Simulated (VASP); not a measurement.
# AlNi: single point with r2SCAN

AlNi:

```
Al Ni
1.0
     2.00128   -2.01624    0.00000
     2.00128    2.01624    0.00000
     0.00000    0.00000    3.19948
Al Ni
1 1
Direct
  0.00000 0.00000 0.00000
  0.50000 0.50000 0.50000
```

| Property | Result |
| --- | --- |
| Program | VASP 6.6.1 |
| Task | single point |
| Functional | r2SCAN |
| Potentials or basis | VASP PAW PBE potentials, release 64 (Al, Ni) |
| Cutoff | 520 eV |
| k mesh | 10 × 10 × 9 |
| Occupations | fermi-dirac, width 0.15 eV |
| Spin | collinear spin, ferromagnetic start |
| Starting moments | [0.0, 1.0] μB |
| Dipole correction | no |
| Further INCAR settings | ALGO = Normal; EDIFF = 1e-07; NBANDS = 18 |

| Property | Result |
| --- | --- |
| Pressure | -13.1 GPa |
| Net moment | 0.00 μB per cell |
| Valence electrons inside the program's atomic spheres | Al 0.77; Ni 9.38 |

Stress tensor (GPa, compression positive):
```
-10.71   0.00   0.00
  0.00 -11.97   0.00
  0.00   0.00 -16.72
```

Levels at points of the mesh, in eV from the Fermi level:
Spin up:
```csv
k point,band 4,band 5,band 6,band 7,band 8,band 9,band 10,band 11
"(0.00, 0.00, 0.00)",-1.55,-1.53,-1.33,2.91,6.99,7.02,7.04,8.63
"(0.50, 0.00, 0.00)",-2.55,-1.97,-1.43,-0.37,7.84,8.11,9.11,11.69
"(0.50, 0.50, 0.00)",-2.30,-2.25,-2.25,-0.79,2.10,2.97,10.71,13.54
```
Spin down:
| k point | band 4 | band 5 | band 6 | band 7 | band 8 | band 9 | band 10 | band 11 |
| --- | --- | --- | --- | --- | --- | --- | --- | --- |
| (0.00, 0.00, 0.00) | -1.55 | -1.53 | -1.33 | 2.91 | 6.99 | 7.02 | 7.04 | 8.63 |
| (0.50, 0.00, 0.00) | -2.55 | -1.97 | -1.43 | -0.37 | 7.84 | 8.11 | 9.11 | 11.69 |
| (0.50, 0.50, 0.00) | -2.30 | -2.25 | -2.25 | -0.79 | 2.10 | 2.97 | 10.71 | 13.54 |

Run time: 110 s on 1 thread of Intel(R) Xeon(R) 6975P-C (Granite Rapids) (shared host), peak memory 0.24 GiB.

Caveat: the PAW data sets were made with another functional, which shifts forces and pressure a little.
